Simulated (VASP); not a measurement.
The system is Sr2TiSnO6.

```
Sr Ti O Sn
1.0
     4.03106    0.00000    0.00000
     0.00000    4.03106    0.00000
     0.00000    0.00000    8.02344
Sr Ti O Sn
2 1 6 1
Direct
  0.00000 0.00000 0.76040
  0.00000 0.00000 0.23960
  0.50000 0.50000 0.00000
  0.00000 0.50000 0.00000
  0.50000 0.00000 0.00000
  0.50000 0.50000 0.75920
  0.00000 0.50000 0.50000
  0.50000 0.00000 0.50000
  0.50000 0.50000 0.24080
  0.50000 0.50000 0.50000
```

| Property | Result |
| --- | --- |
| Program | VASP 6.6.1 |
| Task | relaxation of cell and atoms |
| Functional | PBEsol |
| Potentials or basis | VASP PAW PBE potentials, release 64 (Sr_sv, Ti_sv, O, Sn_d) |
| Cutoff | 600 eV |
| k mesh | 6 × 6 × 4 |
| Occupations | fermi-dirac, width 0.02 eV |
| Spin | no spin polarisation |

At the start: pressure -5.1 GPa; volume 13.04 Å³/atom.

Where does the relaxation end?

Over 11 steps the energy falls by 6.7 meV/atom and the volume is 12.62 Å³/atom (-3.2 %); space group P4/mmm (No. 123, to 0.1 Å) before and after.

Step by step:
| step | energy change (eV) | largest force (eV/Å) | pressure (GPa) | volume (Å³) |
| --- | --- | --- | --- | --- |
| 1 | 0.0000 | 0.0257 | -5.07 | 130.38 |
| 2 | -0.0118 | 0.1338 | 5.14 | 122.74 |
| 3 | -0.0670 | 0.0558 | -0.03 | 126.29 |
| 4 | -0.0669 | 0.0578 | 0.08 | 126.21 |
| 5 | -0.0671 | 0.0245 | 0.09 | 126.19 |
| 6 | -0.0671 | 0.0178 | 0.09 | 126.19 |
| 7 | -0.0671 | 0.0101 | -0.06 | 126.30 |
| 8 | -0.0671 | 0.0117 | -0.03 | 126.28 |
| 9 | -0.0671 | 0.0056 | -0.02 | 126.27 |
| 10 | -0.0671 | 0.0093 | 0.00 | 126.26 |
| 11 | -0.0671 | 0.0014 | 0.01 | 126.25 |

Final structure:
```xyz
10
Lattice="3.9874 0.0000 0.0000 0.0000 3.9874 0.0000 0.0000 0.0000 7.9405" Properties=species:S:1:pos:R:3 pbc="T T T"
Sr    0.0000    0.0000    6.0360
Sr    0.0000    0.0000    1.9045
Ti    1.9937    1.9937    7.9405
O     0.0000    1.9937    7.9405
O     1.9937    0.0000    7.9405
O     1.9937    1.9937    6.0269
O     0.0000    1.9937    3.9702
O     1.9937    0.0000    3.9702
O     1.9937    1.9937    1.9136
Sn    1.9937    1.9937    3.9702
```

Caveat: the PAW data sets were made with another functional, which shifts forces and pressure a little.
